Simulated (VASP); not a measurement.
CuAu:

```
Au Cu
1.0
     1.43337    0.82756    4.22760
    -1.43337    0.82756    4.22760
     0.00000   -1.65511    4.22760
Au Cu
1 1
Cartesian
  0.0000 0.0000 0.0000
  0.0000 0.0000 6.3414
```

This cell differs from its parent crystal: volume scaled by 0.98.

Base run:

- Program: VASP 6.6.1
- Functional: PBEsol
- Potentials or basis: VASP PAW PBE potentials, release 64 (Au, Cu)
- Cutoff: 520 eV
- k mesh: 11 × 11 × 11
- Occupations: fermi-dirac, width 0.05 eV
- Spin: no spin polarisation

Its results: band gap on the k mesh zero (band 11 reaches 10.18 eV, above the bottom of band 12 at 5.97 eV); pressure -5.5 GPa.

Q: After a change of settings the same cell gave: band gap on the k mesh zero (band 11 reaches 10.38 eV, above the bottom of band 12 at 5.90 eV); pressure -1.6 GPa. Which change was it?
A. functional from PBEsol to PBE; further incar settings from ALGO = Normal; EDIFF = 1e-07; NBANDS = 18 to ALGO = Normal; EDIFF = 1e-06; NBANDS = 18
B. further incar settings from ALGO = Normal; EDIFF = 1e-07; NBANDS = 18 to ALGO = Fast; EDIFF = 1e-06; NBANDS = 18
C. functional from PBEsol to r2SCAN

A: C.

Caveats: the PAW data sets were made with another functional, which shifts forces and pressure a little; spin-orbit coupling is left out, which moves the levels of the heavy elements.
